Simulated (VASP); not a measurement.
# Al in VASP: single point with PBE

Aim: the single point of Al with PBE.

All numbers are computed with VASP 6.6.1; they aren't measurements. Logs are shortened: lines on timing, memory, paths and dates and some standing lists are left out, and cuts for length are marked.

### Step 1. The cell of the first run

The cell holds a slab with vacuum, 16 atoms: a = 8.100 Å, b = 5.728 Å, c = 15.296 Å, α = 90.00°, β = 90.00°, γ = 90.00°.

### Step 2. Single point, PBE

Input file INCAR:

```
SYSTEM = Al
ALGO = Normal
EDIFF = 1E-6
ENCUT = 520
GGA = PE
ISIF = 2
ISMEAR = -1
LASPH = .TRUE.
LCHARG = .FALSE.
LREAL = Auto
LWAVE = .FALSE.
NBANDS = 38
NELM = 100
PREC = Accurate
SIGMA = 0.15
```

Input file KPOINTS:

```
k-points
0
G
  2 2 1
  0 0 0
```

Input file POSCAR:

```
Al
1.0
    8.1000000000      0.0000000000      0.0000000000
    0.0000000000      5.7275650000      0.0000000000
    0.0000000000      0.0000000000     15.2956740000
Al
16
Direct
    0.2500000000      0.2500000000      0.0653779750
    0.7500000000      0.2500000000      0.0653779750
    0.2500000000      0.7500000000      0.0653779750
    0.7500000000      0.7500000000      0.0653779750
    0.0000000000      0.0000000000      0.1487259810
    0.5000000000      0.0000000000      0.1487259810
    0.0000000000      0.5000000000      0.1487259810
    0.5000000000      0.5000000000      0.1487259810
    0.2500000000      0.2500000000      0.2455085189
    0.7500000000      0.2500000000      0.2455085189
    0.2500000000      0.7500000000      0.2455085189
    0.7500000000      0.7500000000      0.2455085189
    0.0000000000      0.0000000000      0.3292145481
    0.5000000000      0.0000000000      0.3292145481
    0.0000000000      0.5000000000      0.3292145481
    0.5000000000      0.5000000000      0.3292145481
```

Potentials or basis: VASP PAW PBE potentials, release 64 (Al).

Command:

```
$ cat potpaw_PBE.64/Al/POTCAR > POTCAR
$ mpirun -np 1 vasp_std > vasp.out
```

OUTCAR:

```text
SYSTEM = Al
   EDIFF = 1E-6
   ENCUT = 520
   GGA = PE
   ISIF = 2
   ISMEAR = -1
   LASPH = .TRUE.
   LREAL = Auto
   NELM = 100
   PREC = Accurate

 ion  position               nearest neighbor table
   1  0.250  0.250  0.065-   9 2.76   6 2.79   7 2.79   8 2.79   5 2.79   3 2.86   3 2.86
   2  0.750  0.250  0.065-  10 2.76   6 2.79   7 2.79   8 2.79   5 2.79   4 2.86   4 2.86
   3  0.250  0.750  0.065-  11 2.76   6 2.79   7 2.79   8 2.79   5 2.79   1 2.86   1 2.86
   4  0.750  0.750  0.065-  12 2.76   6 2.79   7 2.79   8 2.79   5 2.79   2 2.86   2 2.86
   5  0.000  0.000  0.149-  13 2.76   2 2.79   3 2.79   4 2.79   1 2.79   7 2.86   7 2.86  11 2.89
                            12 2.89   9 2.89  10 2.89
   6  0.500  0.000  0.149-  14 2.76   2 2.79   3 2.79   4 2.79   1 2.79   8 2.86   8 2.86  11 2.89
                            12 2.89   9 2.89  10 2.89
   7  0.000  0.500  0.149-  15 2.76   2 2.79   3 2.79   4 2.79   1 2.79   5 2.86   5 2.86  11 2.89
                            12 2.89   9 2.89  10 2.89
   8  0.500  0.500  0.149-  16 2.76   2 2.79   3 2.79   4 2.79   1 2.79   6 2.86   6 2.86  11 2.89
                            12 2.89   9 2.89  10 2.89
   9  0.250  0.250  0.246-   1 2.76  13 2.79  14 2.79  15 2.79  16 2.79  11 2.86  11 2.86   7 2.89
                             8 2.89   5 2.89   6 2.89
  10  0.750  0.250  0.246-   2 2.76  13 2.79  14 2.79  15 2.79  16 2.79  12 2.86  12 2.86   7 2.89
                             8 2.89   5 2.89   6 2.89
  11  0.250  0.750  0.246-   3 2.76  13 2.79  14 2.79  15 2.79  16 2.79   9 2.86   9 2.86   7 2.89
[... 15 lines left out ...]
 A1 = (   0.0000000000,  -5.7275650000,   0.0000000000)
 A2 = (   8.1000000000,   0.0000000000,   0.0000000000)
 A3 = (   0.0000000000,   0.0000000000,  15.2956740000)

Analysis of symmetry for initial positions (statically):
=====================================================================
 Subroutine PRICEL returns following result:

  LATTYP: Found a simple orthorhombic cell.
 ALAT       =     2.8637825000
 B/A-ratio  =     1.4142135445
 C/A-ratio  =     5.3410739119

  Lattice vectors:

 A1 = (   0.0000000000,  -2.8637825000,   0.0000000000)
 A2 = (   4.0500000000,   0.0000000000,   0.0000000000)
 A3 = (   0.0000000000,   0.0000000000,  15.2956740000)

   4 primitive cells build up your supercell.

 Routine SETGRP: Setting up the symmetry group for a
 simple orthorhombic supercell.

 Subroutine GETGRP returns: Found  4 space group operations
 (whereof  4 operations were pure point group operations)
 out of a pool of  8 trial point group operations.

The static configuration has the point symmetry C_2v.

Analysis of symmetry for dynamics (positions and initial velocities):
=====================================================================
[... 114 lines left out ...]
   TEBEG  =    0.0;   TEEND  =   0.0 temperature during run
   PSTRESS=    0.0 pullay stress
   NELECT =      48.0000    total number of electrons
   NUPDOWN=      -1.0000    fix difference up-down
   EMIN   =  10.00;   EMAX   =-10.00  energy-range for DOS
   EFERMI =   0.00;   METHOD = LEGACY
   ISMEAR =    -1;   SIGMA  =   0.15  broadening in eV -4-tet -1-fermi 0-gaus
   EFERMI_NEDOS =   21; number of points for ismear=-14 and -15
   IALGO  =     38    algorithm
   IMIX   =      4    mixing-type and parameters
     AMIX     =   0.40;   BMIX     =  1.00
     AMIX_MAG =   1.60;   BMIX_MAG =  1.00
  volume/ion in A,a.u.               =      44.35       299.30
  Fermi-wavevector in a.u.,A,eV,Ry     =   0.667033  1.260510  6.053682  0.444933
  Thomas-Fermi vector in A             =   1.741516
   LORBIT       =      0    0 simple, 1 ext, 2 COOP (PROOUT), +10 PAW based schemes
   GGA     = PE    functional components
   LHFCALC =     F    Hartree Fock is set to
   AEXX    =    0.0000 exact exchange contribution
   IVDW    =     0    specifies the selected vdW correction
   LEPSILON=     F    determine dielectric tensor
   LRPA    =     F    only Hartree local field effects (RPA)
 non-spin polarized calculation
  energy-cutoff  :      520.00
  volume of cell :      709.62
 maximum number of plane-waves:     19139
   NGX = 31   NGY = 21   NGZ = 57

 number of electron      47.9999999 magnetization

 Free energy of the ion-electron system (eV)
  ---------------------------------------------------
  ext. energy  EPLUGINS =         0.00000000
  ---------------------------------------------------
  free energy    TOTEN  =       -54.41268861 eV

  energy without entropy =      -53.87766748  energy(sigma->0) =      -54.14517804

 E-fermi :   0.4825     XC(G=0):  -5.0466

 val. band max:        0.1731287029   @ k =   0.5000   0.5000   0.0000
 cond. band min:       0.4882748283   @ k =   0.0000   0.0000   0.0000
 fundamental gap:      0.3151461253
 Fermi energy:         0.4825200938

 k-point     1 :       0.0000    0.0000    0.0000
  band No.  band energies     occupation
      1      -9.8352      2.00000
      2      -7.6386      2.00000
      3      -7.6334      2.00000
      4      -7.3372      2.00000
      5      -5.4244      2.00000
      6      -5.4218      2.00000
[... 145 lines left out ...]
     35       2.8967      0.00000
     36       2.8967      0.00000
 [bands above 36 left out]

------------------------ aborting loop because EDIFF is reached ----------------------------------------

  FORCE on cell =-STRESS in cart. coord.  units (eV):
  Direction    XX          YY          ZZ          XY          YZ          ZX
  --------------------------------------------------------------------------------------
  -------------------------------------------------------------------------------------
  Total        1.2711781    -13.3596735      0.5469657      0.0000000      0.0000000      0.0000000
  in kB        2.8700754    -30.1635714      1.2349433      0.0000000      0.0000000      0.0000000
  external PRESSURE =      -8.6861842 kB  Pullay stress =       0.0000000 kB

 VOLUME and BASIS-vectors are now :
 -----------------------------------------------------------------------------
  energy-cutoff  :      520.00
  volume of cell :      709.62
      direct lattice vectors                 reciprocal lattice vectors
     8.100000000  0.000000000  0.000000000     0.123456790  0.000000000  0.000000000
     0.000000000  5.727565000  0.000000000     0.000000000  0.174594265  0.000000000
     0.000000000  0.000000000 15.295674000     0.000000000  0.000000000  0.065377962

 POSITION                                       TOTAL-FORCE (eV/Angst)
 -----------------------------------------------------------------------------------
      2.02500      1.43189      1.00000         0.000000     -0.000000     -0.027209
      6.07500      1.43189      1.00000        -0.000000     -0.000000     -0.027209
      2.02500      4.29567      1.00000        -0.000000     -0.000000     -0.027209
      6.07500      4.29567      1.00000         0.000000     -0.000000     -0.027209
      0.00000      0.00000      2.27486        -0.000000     -0.000000     -0.033929
      4.05000      0.00000      2.27486         0.000000      0.000000     -0.033929
[... 8 lines left out ...]
      0.00000      2.86378      5.03556         0.000000     -0.000000      0.010728
      4.05000      2.86378      5.03556         0.000000     -0.000000      0.010728
 -----------------------------------------------------------------------------------
    total drift:                               -0.000000     -0.000000     -0.011238

  FREE ENERGIE OF THE ION-ELECTRON SYSTEM (eV)
  ---------------------------------------------------
  free  energy   TOTEN  =       -54.4126886110 eV

  energy  without entropy=      -53.8776674769  energy(sigma->0) =      -54.14517804
```

OSZICAR:

```text
N       E                     dE             d eps       ncg     rms          rms(c)
DAV:   1     0.145304089219E+03    0.14530E+03   -0.14480E+04   304   0.902E+02
DAV:   2    -0.466353519095E+02   -0.19194E+03   -0.17853E+03   380   0.148E+02
DAV:   3    -0.581208188415E+02   -0.11485E+02   -0.11047E+02   400   0.338E+01
[... 12 lines left out ...]
DAV:  16    -0.544126234299E+02   -0.18460E-03   -0.33437E-05   332   0.204E-02    0.875E-03
DAV:  17    -0.544126816723E+02   -0.58242E-04   -0.12328E-05   346   0.111E-02    0.138E-03
DAV:  18    -0.544126867299E+02   -0.50576E-05   -0.16453E-06   278   0.441E-03    0.685E-04
DAV:  19    -0.544126885550E+02   -0.18251E-05   -0.26845E-07   252   0.212E-03    0.259E-04
DAV:  20    -0.544126886110E+02   -0.55992E-07   -0.54340E-08   220   0.119E-03
   1 F= -.54412689E+02 E0= -.54145178E+02  d E =-.535021E+00
```

stdout:

```text
POSCAR found type information on POSCAR Al
 POSCAR found :  1 types and      16 ions
 scaLAPACK will be used
 LDA part: xc-table for (Slater+PW92), standard interpolation
 POSCAR, INCAR and KPOINTS ok, starting setup
 FFT: planning ... GRIDC
 FFT: planning ... GRID_SOFT
 FFT: planning ... GRID
 WAVECAR not read
 entering main loop
```

It took 2.1 min on 1 thread of Intel Xeon Platinum 8488C (Sapphire Rapids), shared host; peak memory 0.63 GiB.

Results:

```yaml
Free_energy: -54.4127 eV
Largest_force: 0.050 eV/Å
Band_gap_on_the_k_mesh: zero (band 24 reaches 0.62 eV, above the bottom of band 25 at 0.49 eV)
```

Forces in eV/Å, atoms in the order of the input:
```
Al   0.000  0.000 -0.027
Al   0.000  0.000 -0.027
Al   0.000  0.000 -0.027
Al   0.000  0.000 -0.027
Al   0.000  0.000 -0.034
Al   0.000  0.000 -0.034
Al   0.000  0.000 -0.034
Al   0.000  0.000 -0.034
Al   0.000  0.000  0.050
Al   0.000  0.000  0.050
Al   0.000  0.000  0.050
Al   0.000  0.000  0.050
Al   0.000  0.000  0.011
Al   0.000  0.000  0.011
Al   0.000  0.000  0.011
Al   0.000  0.000  0.011
```

Levels at points of the mesh, in eV from the Fermi level:
| k point | band 20 | band 21 | band 22 | band 23 | band 24 | band 25 | band 26 | band 27 | band 28 | band 29 |
| --- | --- | --- | --- | --- | --- | --- | --- | --- | --- | --- |
| (0.00, 0.00, 0.00) | -1.68 | -1.21 | -0.81 | -0.80 | -0.69 | 0.01 | 0.01 | 0.10 | 1.45 | 1.52 |
| (0.50, 0.00, 0.00) | -1.03 | -1.03 | -1.03 | -0.98 | -0.98 | 0.38 | 0.38 | 0.39 | 0.39 | 1.38 |
| (0.00, 0.50, 0.00) | -1.14 | -0.82 | -0.82 | 0.13 | 0.13 | 0.49 | 0.49 | 1.13 | 1.13 | 1.51 |
| (0.50, 0.50, 0.00) | -1.59 | -0.31 | -0.31 | -0.31 | -0.31 | 0.42 | 0.42 | 0.42 | 0.42 | 2.26 |

Caveat: the k points lie up to 0.55 Å⁻¹ apart.
